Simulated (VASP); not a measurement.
# InGa2N3 (P6/mmm) in VASP: a series of runs, part 2 of 2

VASP 6.6.1.

## Step 4: Single point, PBE, collinear spin, ferromagnetic start

Contents of INCAR:

```
SYSTEM = InGa2N3
PREC = Accurate
ENCUT = 600
EDIFF = 1E-6
ISMEAR = 0
SIGMA = 0.1
LREAL = .False.
LASPH = .True.
NELM = 200
ALGO = Normal
ISIF = 2
LWAVE = .False.
LCHARG = .True.
ISPIN = 2
MAGMOM = 0 0 0 1 1 1
LORBIT = 11
GGA = PE
LELF = .True.
LVHAR = .True.
NBANDS = 40
GGA_COMPAT = .False.
```

Contents of KPOINTS:

```
regular mesh
0
Gamma
  6 6 6
  0 0 0
```

Contents of POSCAR:

```
InGa2N3
1.0
    5.6079568900      0.0000000000      0.0000000000
   -2.8039784400      4.8566331300      0.0000000000
    0.0000000000      0.0000000000      3.2876752000
In Ga N
1 2 3
Direct
    0.0000000000      0.0000000000      0.5000000000
    0.6666666700      0.3333333300      0.5000000000
    0.3333333300      0.6666666700      0.5000000000
    0.0000000000      0.5000000000      0.0000000000
    0.5000000000      0.5000000000      0.0000000000
    0.5000000000      0.0000000000      0.0000000000
```

Potentials or basis: VASP PAW PBE potentials, release 64 (In_d, Ga_d, N).

Launch:

```bash
> cat potpaw_PBE.64/In_d/POTCAR potpaw_PBE.64/Ga_d/POTCAR potpaw_PBE.64/N/POTCAR > POTCAR
> mpirun -np 1 vasp_std > vasp.out
```

OUTCAR:

```text
SYSTEM = InGa2N3
   PREC = Accurate
   ENCUT = 600
   EDIFF = 1E-6
   ISMEAR = 0
   LREAL = .False.
   LASPH = .True.
   NELM = 200
   ISIF = 2
   ISPIN = 2
   LORBIT = 11
   GGA = PE

 ion  position               nearest neighbor table
   1  0.000  0.000  0.500-   2 3.24   3 3.24   3 3.24   2 3.24   2 3.24   3 3.24
   2  0.667  0.333  0.500-   6 2.31   6 2.31   4 2.31   4 2.31   5 2.31   5 2.31   1 3.24   1 3.24
                             1 3.24
   3  0.333  0.667  0.500-   6 2.31   6 2.31   4 2.31   4 2.31   5 2.31   5 2.31   1 3.24   1 3.24
                             1 3.24
   4  0.000  0.500  0.000-   2 2.31   3 2.31   2 2.31   3 2.31
   5  0.500  0.500  0.000-   2 2.31   3 2.31   2 2.31   3 2.31
   6  0.500  0.000  0.000-   2 2.31   3 2.31   2 2.31   3 2.31

  LATTYP: Found a hexagonal cell.
 ALAT       =     5.6079568900
 C/A-ratio  =     0.5862518676

  Lattice vectors:

 A1 = (   5.6079568900,   0.0000000000,   0.0000000000)
 A2 = (  -2.8039784400,   4.8566331300,   0.0000000000)
 A3 = (   0.0000000000,   0.0000000000,   3.2876752000)

Analysis of symmetry for initial positions (statically):
=====================================================================
 Subroutine PRICEL returns:
 Original cell was already a primitive cell.

 Routine SETGRP: Setting up the symmetry group for a
 hexagonal supercell.

 Subroutine GETGRP returns: Found 24 space group operations
 (whereof 24 operations were pure point group operations)
 out of a pool of 24 trial point group operations.

The static configuration has the point symmetry D_6h.

Analysis of symmetry for dynamics (positions and initial velocities):
=====================================================================
 Subroutine PRICEL returns:
 Original cell was already a primitive cell.

 Routine SETGRP: Setting up the symmetry group for a
 hexagonal supercell.

 Subroutine GETGRP returns: Found 24 space group operations
 (whereof 24 operations were pure point group operations)
 out of a pool of 24 trial point group operations.

The dynamic configuration has the point symmetry D_6h.

Analysis of structural, dynamic, and magnetic symmetry:
=====================================================================
 Subroutine PRICEL returns:
 Original cell was already a primitive cell.

 Routine SETGRP: Setting up the symmetry group for a
 hexagonal supercell.

 Subroutine GETGRP returns: Found 24 space group operations
 (whereof 24 operations were pure point group operations)
 out of a pool of 24 trial point group operations.

The overall configuration has the point symmetry D_6h.

 Subroutine INISYM returns: Found 24 space group operations
 (whereof 24 operations are pure point group operations),
 and found     1 'primitive' translations

----------------------------------------------------------------------------------------

                                     Primitive cell

  volume of cell :      89.5424

  direct lattice vectors                    reciprocal lattice vectors
     5.607956890  0.000000000  0.000000000     0.178318061  0.102951980  0.000000000
    -2.803978440  4.856633130  0.000000000     0.000000000  0.205903961  0.000000000
     0.000000000  0.000000000  3.287675200     0.000000000  0.000000000  0.304166300

  length of vectors
     5.607956890  5.607956887  3.287675200     0.205903961  0.205903961  0.304166300

[... 96 lines left out ...]
   POTIM  = 0.5000    time-step for ionic-motion
   TEBEG  =    0.0;   TEEND  =   0.0 temperature during run
   PSTRESS=    0.0 pullay stress
   NELECT =      54.0000    total number of electrons
   NUPDOWN=      -1.0000    fix difference up-down
   EMIN   =  10.00;   EMAX   =-10.00  energy-range for DOS
   EFERMI =   0.00;   METHOD = LEGACY
   ISMEAR =     0;   SIGMA  =   0.10  broadening in eV -4-tet -1-fermi 0-gaus
   EFERMI_NEDOS =   21; number of points for ismear=-14 and -15
   IALGO  =     38    algorithm
   IMIX   =      4    mixing-type and parameters
     AMIX     =   0.40;   BMIX     =  1.00
     AMIX_MAG =   1.60;   BMIX_MAG =  1.00
  volume/ion in A,a.u.               =      14.92       100.71
  Fermi-wavevector in a.u.,A,eV,Ry     =   1.383130  2.613737 26.028621  1.913050
  Thomas-Fermi vector in A             =   2.507757
   LORBIT       =     11    0 simple, 1 ext, 2 COOP (PROOUT), +10 PAW based schemes
   GGA     = PE    functional components
   LHFCALC =     F    Hartree Fock is set to
   AEXX    =    0.0000 exact exchange contribution
   IVDW    =     0    specifies the selected vdW correction
   LEPSILON=     F    determine dielectric tensor
   LRPA    =     F    only Hartree local field effects (RPA)
 spin polarized calculation
 Gauss-broadening in eV      SIGMA  =   0.10
  energy-cutoff  :      600.00
  volume of cell :       89.54
 maximum number of plane-waves:      3026
 NGX is ok and might be reduce to    48
   NGX = 23   NGY = 23   NGZ = 13

 number of electron      54.0000011 magnetization       1.8305542

 Free energy of the ion-electron system (eV)
  ---------------------------------------------------
  ext. energy  EPLUGINS =         0.00000000
  ---------------------------------------------------
  free energy    TOTEN  =       -26.55038563 eV

  energy without entropy =      -26.53554623  energy(sigma->0) =      -26.54296593

 E-fermi :   4.9779     XC(G=0): -10.8552

 val. band max:        4.9768990296   @ k =   0.3333  -0.0000   0.1667
 cond. band min:       4.9896630867   @ k =   0.1667  -0.0000   0.3333
 fundamental gap:      0.0127640571
 Fermi energy:         4.9778908406

 spin component 1

 k-point     1 :       0.0000    0.0000    0.0000
  band No.  band energies     occupation
      1     -10.3433      1.00000
      2      -9.7839      1.00000
      3      -9.7839      1.00000
      4      -9.6077      1.00000
      5      -9.6077      1.00000
      6      -9.5688      1.00000
[... 997 lines left out ...]
     38      14.8047      0.00000
     39      15.7889      0.00000

 [... further k-points ...]

 spin component 2

 k-point     1 :       0.0000    0.0000    0.0000
  band No.  band energies     occupation
      1      -9.8737      1.00000
      2      -9.7370      1.00000
      3      -9.7370      1.00000
      4      -9.6129      1.00000
      5      -9.6129      1.00000
      6      -9.5711      1.00000
[... 997 lines left out ...]
     38      14.9586      0.00000
     39      15.9723      0.00000

 [... further k-points ...]

 [bands above 39 left out]

------------------------ aborting loop because EDIFF is reached ----------------------------------------

  FORCE on cell =-STRESS in cart. coord.  units (eV):
  Direction    XX          YY          ZZ          XY          YZ          ZX
  --------------------------------------------------------------------------------------
  -------------------------------------------------------------------------------------
  Total       -2.6637179     -2.6637179    -17.3542940     -0.0000000     -0.0000000      0.0000000
  in kB      -47.6617453    -47.6617453   -310.5193462     -0.0000000     -0.0000000      0.0000000
  external PRESSURE =    -135.2809456 kB  Pullay stress =       0.0000000 kB

 VOLUME and BASIS-vectors are now :
 -----------------------------------------------------------------------------
  energy-cutoff  :      600.00
  volume of cell :       89.54
      direct lattice vectors                 reciprocal lattice vectors
     5.607956890  0.000000000  0.000000000     0.178318061  0.102951980  0.000000000
    -2.803978440  4.856633130  0.000000000     0.000000000  0.205903961  0.000000000
     0.000000000  0.000000000  3.287675200     0.000000000  0.000000000  0.304166300

 POSITION                                       TOTAL-FORCE (eV/Angst)
 -----------------------------------------------------------------------------------
      0.00000      0.00000      1.64384         0.000000      0.000000      0.000000
      2.80398      1.61888      1.64384        -0.000000      0.000000      0.000000
     -0.00000      3.23776      1.64384         0.000000     -0.000000      0.000000
     -1.40199      2.42832      0.00000         0.000000      0.000000      0.000000
      1.40199      2.42832      0.00000         0.000000      0.000000      0.000000
      2.80398      0.00000      0.00000         0.000000      0.000000      0.000000
 -----------------------------------------------------------------------------------
    total drift:                               -0.000000      0.000000      0.000000

  FREE ENERGIE OF THE ION-ELECTRON SYSTEM (eV)
  ---------------------------------------------------
  free  energy   TOTEN  =       -26.5503856306 eV

  energy  without entropy=      -26.5355462347  energy(sigma->0) =      -26.54296593

 total charge

# of ion       s       p       d       tot
------------------------------------------
    1        1.119   0.254   9.856  11.229
    2        0.784   0.510  10.041  11.335
    3        0.784   0.510  10.041  11.335
    4        1.313   2.142   0.000   3.455
    5        1.313   2.142   0.000   3.455
    6        1.313   2.142   0.000   3.455
--------------------------------------------------
tot          6.626   7.701  29.938  44.265

 magnetization (x)

# of ion       s       p       d       tot
------------------------------------------
    1        0.048  -0.031   0.001   0.017
    2       -0.017  -0.015   0.006  -0.027
    3       -0.017  -0.015   0.006  -0.027
    4        0.012   0.451   0.000   0.463
    5        0.012   0.451   0.000   0.463
    6        0.012   0.451   0.000   0.463
--------------------------------------------------
tot          0.048   1.291   0.013   1.352
```

Run time: 2.9 min. Hardware: 1 thread of Oxide Virtual Turin-like, shared host; peak memory 0.37 GiB.

Results:

| Item | Value |
| --- | --- |
| Free energy | -26.5504 eV |
| Pressure | -13.5 GPa |
| Net moment | 1.83 μB per cell |
| Site moments | In +0.02; Ga -0.03; N +0.46 μB |
| Valence electrons inside the program's atomic spheres | In 11.23; Ga 11.34; N 3.46 |

Caveat: the stress differs along the axes, from -31 to -5 GPa; spin-orbit coupling is left out, which moves the levels of the heavy elements.

## Step 5: Summary

```tsv
spin	cell	gap on the mesh (eV)	pressure (GPa)	moment (μB)
off	a = 5.608, b = 5.608, c = 3.288 Å, angles 90.0, 90.0, 120.0°, 6 atoms	none	-14.0	-
collinear, ferromagnetic start	a = 5.601, b = 5.601, c = 2.783 Å, angles 90.0, 90.0, 120.0°, 6 atoms	none	0.5	1.48
collinear, ferromagnetic start	a = 5.608, b = 5.608, c = 3.288 Å, angles 90.0, 90.0, 120.0°, 6 atoms	none	-13.5	1.83
```

Alike in all rows: task single point; level PBE; potentials or basis VASP PAW PBE potentials, release 64 (In_d, Ga_d, N); k mesh 6 × 6 × 6; cutoff (eV) 600; smearing gaussian 0.1 eV.

Caveats: some runs use coarse meshes; spin-orbit coupling is left out, which moves the levels of the heavy elements; the stress differs along the axes, from -31 to -6 GPa (at least some runs); a moment this small can come from the mesh or the smearing (at least some runs); the stress differs along the axes, from -31 to -5 GPa (at least some runs).

Total energies depend on the potentials used, so only differences within one code and one set of settings carry meaning.

The gap in the log of VASP goes by the Fermi energy; the results here count the filled bands.